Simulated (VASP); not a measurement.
Write the native input for VASP 6.6.1 that does the following.

| Item | Value |
| --- | --- |
| Task | single point |
| Functional | PBEsol |
| Potentials or basis | VASP PAW PBE potentials, release 64 (Ti_sv) |
| Cutoff | 520 eV |
| k mesh | 26 × 26 × 26 |
| Occupations | gaussian, width 0.15 eV |
| Spin | no spin polarisation |
| Dipole correction | no |
| Further INCAR settings | ALGO = Fast; EDIFF = 1e-07; NBANDS = 12 |

The structure of Ti lies in POSCAR:

```
Ti
1.0
   -1.6051160630      1.6051160630      1.5248602598
    1.6051160630     -1.6051160630      1.5248602598
    1.6051160630      1.6051160630     -1.5248602598
Ti
1
Direct
    0.0000000000      0.0000000000      0.0000000000
```

This cell differs from its parent crystal: strain +0.000 along x and y, -0.050 along z.

One way to write it, as run:

INCAR

```
SYSTEM = Ti
ALGO = Fast
EDIFF = 1E-7
ENCUT = 520
GGA = PS
ISIF = 2
ISMEAR = 0
LASPH = .True.
LCHARG = .True.
LELF = .True.
LREAL = .False.
LVHAR = .True.
LWAVE = .False.
NBANDS = 12
NELM = 60
PREC = Accurate
SIGMA = 0.15
```

KPOINTS

```
k-points
0
Gamma
  26 26 26
  0 0 0
```

Potentials or basis: VASP PAW PBE potentials, release 64 (Ti_sv).

Run with:

```console
$ cat potpaw_PBE.64/Ti_sv/POTCAR > POTCAR
$ mpirun -np 1 vasp_std > vasp.out
```

It gave:

```json
{"Pressure": "6.0 GPa", "Band gap on the k mesh": "zero (bands 6 and 7 overlap by 1.76 eV)"}
```

Caveat: the cell differs from its parent crystal (strain +0.000 along x and y, -0.050 along z); the cell stands under pressure; the PAW data sets were made with another functional, which shifts forces and pressure a little.

Wall time 5.9 min on 1 thread of Intel(R) Xeon(R) Platinum 8259CL CPU @ 2.50GHz (Skylake/Cascade Lake), with other jobs on the host, peak memory 0.34 GiB.
